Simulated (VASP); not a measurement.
Write the native input for VASP 6.6.1 that does the following.

```yaml
Task: single point
Functional: PBEsol
Potentials_or_basis: VASP PAW PBE potentials, release 64 (Ti_sv, Si)
Cutoff: 520 eV
k_mesh: 10 × 6 × 10
Occupations: gaussian, width 0.1 eV
Spin: no spin polarisation
Dipole_correction: no
Further_INCAR_settings: ALGO = Normal; EDIFF = 1e-06; NBANDS = 42
```

The structure of TiSi lies in POSCAR:

```
TiSi
1.0
    3.6491438507      0.0000000000      0.0000000000
    0.0000000000      7.6588154397      0.0000000000
    0.0000000000      0.0000000000      4.2878789801
Ti Si
4 4
Direct
    0.0000000000      0.5000000000      0.0507500000
    0.5000000000      0.5000000000      0.5507500000
    0.5000000000      0.0000000000      0.5507500000
    0.0000000000      0.0000000000      0.0507500000
    0.0000000000      0.7500000000      0.5507500000
    0.0000000000      0.2500000000      0.5507500000
    0.5000000000      0.2500000000      0.0507500000
    0.5000000000      0.7500000000      0.0507500000
```

The input as run:

INCAR

```
PREC = Accurate
ENCUT = 520
EDIFF = 1E-6
ISMEAR = 0
SIGMA = 0.1
LREAL = F
LASPH = T
NELM = 60
ALGO = Normal
ISIF = 2
LWAVE = F
LCHARG = T
GGA = PS
LELF = T
LVHAR = T
NBANDS = 42
```

KPOINTS

```
regular mesh
0
Gamma
  10 6 10
```

Potentials or basis: VASP PAW PBE potentials, release 64 (Ti_sv, Si).

Command:

```sh
$ cat potpaw_PBE.64/Ti_sv/POTCAR potpaw_PBE.64/Si/POTCAR > POTCAR
$ mpirun -np 1 vasp_std > vasp.out
```

Results of the run:

| Quantity | Value |
| --- | --- |
| Pressure | -7.1 GPa |
| Band gap on the k mesh | zero (bands 32 and 33 overlap by 0.90 eV) |

Caveat: the cell stands under tension; the PAW data sets were made with another functional, which shifts forces and pressure a little.

It took 4.6 min on 1 thread of Intel(R) Xeon(R) 6975P-C (Granite Rapids) (shared host), peak memory 0.6 GiB.
